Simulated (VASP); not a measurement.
# KMgF3 (Pm-3m) in VASP: settings compared, part 2 of 2

VASP 6.6.1.

## 3. Single point, PBE+D3(BJ)

This run uses another cell than the first one, of 12.96 Å³/atom, 1.085 times its volume.

Contents of INCAR:

```
SYSTEM = KMgF3
  PREC = Accurate
  ENCUT = 520
  EDIFF = 1E-7
  ISMEAR = 0
  SIGMA = 0.01
  LREAL = .FALSE.
  LASPH = .TRUE.
  NELM = 60
  ALGO = Normal
  ISIF = 2
  LWAVE = .FALSE.
  LCHARG = .FALSE.
  GGA = PE
  IVDW = 12
  NBANDS = 24
```

Contents of KPOINTS:

```
Automatic mesh
0
G
  6 6 6
  0 0 0
```

Contents of POSCAR:

```
KMgF3
1.0
    4.0162329109      0.0000000000      0.0000000000
    0.0000000000      4.0162329109      0.0000000000
    0.0000000000      0.0000000000      4.0162329109
K Mg F
1 1 3
Direct
    0.5000000000      0.5000000000      0.5000000000
    0.0000000000      0.0000000000      0.0000000000
    0.5000000000      0.0000000000      0.0000000000
    0.0000000000      0.5000000000      0.0000000000
    0.0000000000      0.0000000000      0.5000000000
```

Potentials or basis: VASP PAW PBE potentials, release 64 (K_sv, Mg, F).

Started as:

```sh
$ cat potpaw_PBE.64/K_sv/POTCAR potpaw_PBE.64/Mg/POTCAR potpaw_PBE.64/F/POTCAR > POTCAR
$ mpirun -np 1 vasp_std > vasp.out
```

OUTCAR:

```text
SYSTEM = KMgF3
   PREC = Accurate
   ENCUT = 520
   EDIFF = 1E-7
   ISMEAR = 0
   LREAL = .FALSE.
   LASPH = .TRUE.
   NELM = 60
   ISIF = 2
   GGA = PE
   IVDW = 12
 IVDW          = 12

 ion  position               nearest neighbor table
   1  0.500  0.500  0.500-   3 2.84   4 2.84   5 2.84   3 2.84   4 2.84   3 2.84   5 2.84   3 2.84
                             4 2.84   5 2.84   4 2.84   5 2.84   2 3.48   2 3.48   2 3.48   2 3.48
   2  0.000  0.000  0.000-   3 2.01   4 2.01   5 2.01   5 2.01   4 2.01   3 2.01   1 3.48   1 3.48
                             1 3.48   1 3.48   1 3.48   1 3.48   1 3.48   1 3.48
   3  0.500  0.000  0.000-   2 2.01   2 2.01   1 2.84   1 2.84   1 2.84   1 2.84
   4  0.000  0.500  0.000-   2 2.01   2 2.01   1 2.84   1 2.84   1 2.84   1 2.84
   5  0.000  0.000  0.500-   2 2.01   2 2.01   1 2.84   1 2.84   1 2.84   1 2.84

  LATTYP: Found a simple cubic cell.
 ALAT       =     4.0162329109

  Lattice vectors:

 A1 = (   4.0162329109,   0.0000000000,   0.0000000000)
 A2 = (   0.0000000000,   4.0162329109,   0.0000000000)
 A3 = (   0.0000000000,   0.0000000000,   4.0162329109)

Analysis of symmetry for initial positions (statically):
=====================================================================
 Subroutine PRICEL returns:
 Original cell was already a primitive cell.

 Routine SETGRP: Setting up the symmetry group for a
 simple cubic supercell.

 Subroutine GETGRP returns: Found 48 space group operations
 (whereof 48 operations were pure point group operations)
 out of a pool of 48 trial point group operations.

The static configuration has the point symmetry O_h .

Analysis of symmetry for dynamics (positions and initial velocities):
=====================================================================
 Subroutine PRICEL returns:
 Original cell was already a primitive cell.

 Routine SETGRP: Setting up the symmetry group for a
 simple cubic supercell.

 Subroutine GETGRP returns: Found 48 space group operations
 (whereof 48 operations were pure point group operations)
 out of a pool of 48 trial point group operations.

The dynamic configuration has the point symmetry O_h .

 Subroutine INISYM returns: Found 48 space group operations
 (whereof 48 operations are pure point group operations),
 and found     1 'primitive' translations

----------------------------------------------------------------------------------------

                                     Primitive cell

  volume of cell :      64.7823

  direct lattice vectors                    reciprocal lattice vectors
     4.016232911  0.000000000  0.000000000     0.248989544  0.000000000  0.000000000
     0.000000000  4.016232911  0.000000000     0.000000000  0.248989544  0.000000000
     0.000000000  0.000000000  4.016232911     0.000000000  0.000000000  0.248989544

  length of vectors
     4.016232911  4.016232911  4.016232911     0.248989544  0.248989544  0.248989544

  position of ions in fractional coordinates (direct lattice)
     0.500000000  0.500000000  0.500000000
     0.000000000  0.000000000  0.000000000
     0.500000000  0.000000000  0.000000000
     0.000000000  0.500000000  0.000000000
     0.000000000  0.000000000  0.500000000

  ion indices of the primitive-cell ions
[... 31 lines left out ...]
 Found     20 irreducible k-points:

 Following reciprocal coordinates:
            Coordinates               Weight
  0.000000  0.000000  0.000000      1.000000
  0.166667  0.000000  0.000000      6.000000
  0.333333  0.000000  0.000000      6.000000
  0.500000  0.000000  0.000000      3.000000
  0.166667  0.166667  0.000000     12.000000
  0.333333  0.166667  0.000000     24.000000
[... 12 lines left out ...]
  0.500000  0.500000  0.333333      6.000000
  0.500000  0.500000  0.500000      1.000000
   k-points           NKPTS =     20   k-points in BZ     NKDIM =     20   number of bands    NBANDS=     24
   number of dos      NEDOS =    301   number of ions     NIONS =      5
   total plane-waves  NPLWV =  27000
   dimension x,y,z NGX =    30 NGY =   30 NGZ =   30
   dimension x,y,z NGXF=    60 NGYF=   60 NGZF=   60
   ions per type =               1   1   3
   NGX,Y,Z   is equivalent  to a cutoff of  12.42, 12.42, 12.42 a.u.
   NGXF,Y,Z  is equivalent  to a cutoff of  24.84, 24.84, 24.84 a.u.
 SYSTEM =  KMgF3
   PREC   = accura    normal or accurate (medium, high low for compatibility)
   ISTART =      0    job   : 0-new  1-cont  2-samecut
   ICHARG =      2    charge: 1-file 2-atom 10-const
   ISPIN  =      1    spin polarized calculation?
   LNONCOLLINEAR =      F non collinear calculations
   LSORBIT =      F    spin-orbit coupling
   LASPH  =      T    aspherical Exc in radial PAW
   ENCUT  =  520.0 eV  38.22 Ry    6.18 a.u.   7.47  7.47  7.47*2*pi/ulx,y,z
   NELM   =     60;   NELMIN=  2; NELMDL= -5     # of ELM steps
   EDIFF  = 0.1E-06   stopping-criterion for ELM
   LREAL  =      F    real-space projection
   EDIFFG = 0.1E-05   stopping-criterion for IOM
   NSW    =      0    number of steps for IOM
   IBRION =     -1    ionic relax: 0-MD 1-quasi-New 2-CG
   NFREE  =      0    steps in history (QN), initial steepest desc. (CG)
   ISIF   =      2    stress and relaxation
   ISYM   =      2    0-nonsym 1-usesym 2-fastsym
   POTIM  = 0.5000    time-step for ionic-motion
   TEBEG  =    0.0;   TEEND  =   0.0 temperature during run
   PSTRESS=    0.0 pullay stress
   NELECT =      32.0000    total number of electrons
   NUPDOWN=      -1.0000    fix difference up-down
   EMIN   =  10.00;   EMAX   =-10.00  energy-range for DOS
   EFERMI =   0.00;   METHOD = LEGACY
   ISMEAR =     0;   SIGMA  =   0.01  broadening in eV -4-tet -1-fermi 0-gaus
   EFERMI_NEDOS =   21; number of points for ismear=-14 and -15
   IALGO  =     38    algorithm
   IMIX   =      4    mixing-type and parameters
     AMIX     =   0.40;   BMIX     =  1.00
     AMIX_MAG =   1.60;   BMIX_MAG =  1.00
  volume/ion in A,a.u.               =      12.96        87.43
  Fermi-wavevector in a.u.,A,eV,Ry     =   1.294114  2.445521 22.786106  1.674732
  Thomas-Fermi vector in A             =   2.425717
   LORBIT       =      0    0 simple, 1 ext, 2 COOP (PROOUT), +10 PAW based schemes
   GGA     = PE    functional components
   LHFCALC =     F    Hartree Fock is set to
   AEXX    =    0.0000 exact exchange contribution
   IVDW    =    12    specifies the selected vdW correction
   LEPSILON=     F    determine dielectric tensor
   LRPA    =     F    only Hartree local field effects (RPA)
 non-spin polarized calculation
 Gauss-broadening in eV      SIGMA  =   0.01
  energy-cutoff  :      520.00
  volume of cell :       64.78
 maximum number of plane-waves:      1775
 NGX is ok and might be reduce to    30
   NGX = 15   NGY = 15   NGZ = 15

 number of electron      31.9999957 magnetization

 Free energy of the ion-electron system (eV)
  ---------------------------------------------------
  ext. energy  EPLUGINS =         0.00000000
  ---------------------------------------------------
  free energy    TOTEN  =       -24.43977729 eV

  energy without entropy =      -24.43977729  energy(sigma->0) =      -24.43977729

 E-fermi :  -1.6608     XC(G=0):  -9.5715

 val. band max:       -1.7144439328   @ k =   0.5000   0.5000   0.5000
 cond. band min:       5.4202571437   @ k =   0.0000   0.0000   0.0000
 fundamental gap:      7.1347010765
 Fermi energy:        -1.6607769489

 k-point     1 :       0.0000    0.0000    0.0000
  band No.  band energies     occupation
      1     -27.4147      2.00000
      2     -21.7735      2.00000
      3     -21.1499      2.00000
      4     -21.1499      2.00000
      5     -10.9037      2.00000
      6     -10.9037      2.00000
[... 529 lines left out ...]
     23      13.1581      0.00000
     24      13.2217      0.00000

------------------------ aborting loop because EDIFF is reached ----------------------------------------

 Edisp (eV)   -0.81277

 E8    (eV) :    -0.3401

  FORCE on cell =-STRESS in cart. coord.  units (eV):
  Direction    XX          YY          ZZ          XY          YZ          ZX
  --------------------------------------------------------------------------------------
  -------------------------------------------------------------------------------------
  Total      -0.16182    -0.16182    -0.16182     0.00000     0.00000     0.00000
  in kB      -4.00200    -4.00200    -4.00200     0.00000     0.00000     0.00000
  external pressure =       -4.00 kB  Pullay stress =        0.00 kB

 VOLUME and BASIS-vectors are now :
 -----------------------------------------------------------------------------
  energy-cutoff  :      520.00
  volume of cell :       64.78
      direct lattice vectors                 reciprocal lattice vectors
     4.016232911  0.000000000  0.000000000     0.248989544  0.000000000  0.000000000
     0.000000000  4.016232911  0.000000000     0.000000000  0.248989544  0.000000000
     0.000000000  0.000000000  4.016232911     0.000000000  0.000000000  0.248989544

 POSITION                                       TOTAL-FORCE (eV/Angst)
 -----------------------------------------------------------------------------------
      2.00812      2.00812      2.00812         0.000000      0.000000      0.000000
      0.00000      0.00000      0.00000         0.000000      0.000000      0.000000
      2.00812      0.00000      0.00000         0.000000      0.000000      0.000000
      0.00000      2.00812      0.00000         0.000000      0.000000      0.000000
      0.00000      0.00000      2.00812         0.000000      0.000000      0.000000
 -----------------------------------------------------------------------------------
    total drift:                                0.000000     -0.000000      0.000000

  FREE ENERGIE OF THE ION-ELECTRON SYSTEM (eV)
  ---------------------------------------------------
  free  energy   TOTEN  =       -25.2525429304 eV

  energy  without entropy=      -25.2525429304  energy(sigma->0) =      -25.25254293
```

It took 21 s on 1 thread of Intel Xeon Platinum 8488C (Sapphire Rapids), shared host; peak memory 0.19 GiB.

What came out:

```
Free energy                : -25.2525 eV
Pressure                   : -0.4 GPa
Band gap on the k mesh     : 7.13 eV, indirect (least direct gap 7.46 eV)
Dispersion energy per atom : -0.163 eV
```

Levels at points of the mesh, in eV from the valence-band top:
| k point | band 12 | band 13 | band 14 | band 15 | band 16 | band 17 | band 18 | band 19 | band 20 | band 21 |
| --- | --- | --- | --- | --- | --- | --- | --- | --- | --- | --- |
| (0.00, 0.00, 0.00) | -0.60 | -0.60 | -0.32 | -0.32 | -0.32 | 7.13 | 10.05 | 10.05 | 12.18 | 12.18 |
| (0.50, 0.00, 0.00) | -0.84 | -0.84 | -0.83 | -0.52 | -0.52 | 9.97 | 10.22 | 11.06 | 12.71 | 12.71 |
| (0.50, 0.50, 0.00) | -1.00 | -1.00 | -0.87 | -0.87 | -0.02 | 10.78 | 11.59 | 12.42 | 12.42 | 12.74 |
| (0.50, 0.50, 0.50) | -1.10 | -1.10 | 0.00 | 0.00 | 0.00 | 10.35 | 10.35 | 10.35 | 13.80 | 13.98 |

A k mesh can miss the band edges.

## 4. Single point, PBE+D4

This run uses another cell than the first one, of 13.13 Å³/atom, 1.099 times its volume.

Contents of INCAR:

```
ALGO = Normal ; EDIFF = 1E-6
ENCUT = 520 ; GGA = PE
ISIF = 2 ; ISMEAR = 0
IVDW = 13 ; LASPH = T
LCHARG = T ; LELF = T
LREAL = F ; LVHAR = T
LWAVE = F ; NBANDS = 24
NELM = 100 ; PREC = Accurate
SIGMA = 0.01
```

Contents of KPOINTS:

```
k-points
0
Gamma
  6 6 6
```

POSCAR: that of step 3 with these lines changed.

```diff
@@ -2,5 +2,5 @@
 1.0
-    4.0162329109      0.0000000000      0.0000000000
-    0.0000000000      4.0162329109      0.0000000000
-    0.0000000000      0.0000000000      4.0162329109
+    4.0336867993      0.0000000000      0.0000000000
+    0.0000000000      4.0336867993      0.0000000000
+    0.0000000000      0.0000000000      4.0336867993
 K Mg F
```

Potentials or basis: VASP PAW PBE potentials, release 64 (K_sv, Mg, F).

Started as:

```sh
$ cat potpaw_PBE.64/K_sv/POTCAR potpaw_PBE.64/Mg/POTCAR potpaw_PBE.64/F/POTCAR > POTCAR
$ mpirun -np 1 vasp_std > vasp.out
```

OUTCAR:

```text
EDIFF = 1E-6
   ENCUT = 520
   GGA = PE
   ISIF = 2
   ISMEAR = 0
   IVDW = 13
   LASPH = T
   LREAL = F
   NELM = 100
   PREC = Accurate

 ion  position               nearest neighbor table
   1  0.500  0.500  0.500-   3 2.85   4 2.85   5 2.85   3 2.85   4 2.85   3 2.85   5 2.85   3 2.85
                             4 2.85   5 2.85   4 2.85   5 2.85   2 3.49   2 3.49   2 3.49   2 3.49
[... 745 lines left out ...]
  Direction    XX          YY          ZZ          XY          YZ          ZX
  --------------------------------------------------------------------------------------
  -------------------------------------------------------------------------------------
  Total      -0.15416    -0.15416    -0.15416    -0.00000    -0.00000     0.00000
  in kB      -3.76334    -3.76334    -3.76334    -0.00000    -0.00000     0.00000
  external pressure =       -3.76 kB  Pullay stress =        0.00 kB

 VOLUME and BASIS-vectors are now :
 -----------------------------------------------------------------------------
  energy-cutoff  :      520.00
  volume of cell :       65.63
      direct lattice vectors                 reciprocal lattice vectors
     4.033686799  0.000000000  0.000000000     0.247912158  0.000000000  0.000000000
     0.000000000  4.033686799  0.000000000     0.000000000  0.247912158  0.000000000
     0.000000000  0.000000000  4.033686799     0.000000000  0.000000000  0.247912158

 POSITION                                       TOTAL-FORCE (eV/Angst)
 -----------------------------------------------------------------------------------
      2.01684      2.01684      2.01684         0.000000      0.000000      0.000000
      0.00000      0.00000      0.00000         0.000000      0.000000      0.000000
      2.01684      0.00000      0.00000         0.000000      0.000000      0.000000
      0.00000      2.01684      0.00000         0.000000      0.000000      0.000000
      0.00000      0.00000      2.01684         0.000000      0.000000      0.000000
 -----------------------------------------------------------------------------------
    total drift:                                0.000000     -0.000000      0.000000

  FREE ENERGIE OF THE ION-ELECTRON SYSTEM (eV)
  ---------------------------------------------------
  free  energy   TOTEN  =       -24.8730171149 eV

  energy  without entropy=      -24.8730171149  energy(sigma->0) =      -24.87301711
```

Wall time 23 s (1 thread of Intel Xeon Platinum 8488C (Sapphire Rapids), shared host); peak memory 0.18 GiB.

Results:

| Quantity | Value |
| --- | --- |
| Free energy | -24.8730 eV |
| Pressure | -0.4 GPa |
| Band gap on the k mesh | 7.04 eV, indirect (least direct gap 7.36 eV) |
| Dispersion energy per atom | -0.085 eV |

Levels at points of the mesh, in eV from the valence-band top:
```
           k point  band 13  band 14  band 15  band 16  band 17  band 18  band 19  band 20
(0.00, 0.00, 0.00)    -0.59    -0.32    -0.32    -0.32     7.04    10.03    10.03    12.14
(0.50, 0.00, 0.00)    -0.82    -0.82    -0.51    -0.51     9.89    10.08    11.03    12.64
(0.50, 0.50, 0.00)    -0.98    -0.86    -0.86    -0.02    10.70    11.52    12.30    12.30
(0.50, 0.50, 0.50)    -1.09     0.00     0.00     0.00    10.30    10.30    10.30    13.69
```

## 5. Overview

| level | potentials or basis | cell | gap on the mesh (eV) | pressure (GPa) |
| --- | --- | --- | --- | --- |
| LDA | VASP PAW LDA potentials, release 64 (K_sv, Mg, F) | a = 3.908 Å, 5 atoms | 7.42 | -0.9 |
| PBE+D3(BJ) | VASP PAW PBE potentials, release 64 (K_sv, Mg, F) | a = 4.016 Å, 5 atoms | 7.13 | -0.4 |
| PBE+D4 | VASP PAW PBE potentials, release 64 (K_sv, Mg, F) | a = 4.034 Å, 5 atoms | 7.04 | -0.4 |

Alike in all rows: task single point; no spin polarisation; k mesh 6 × 6 × 6; cutoff (eV) 520; smearing gaussian 0.01 eV.

Total energies depend on the potentials used, so only differences within one code and one set of settings carry meaning.
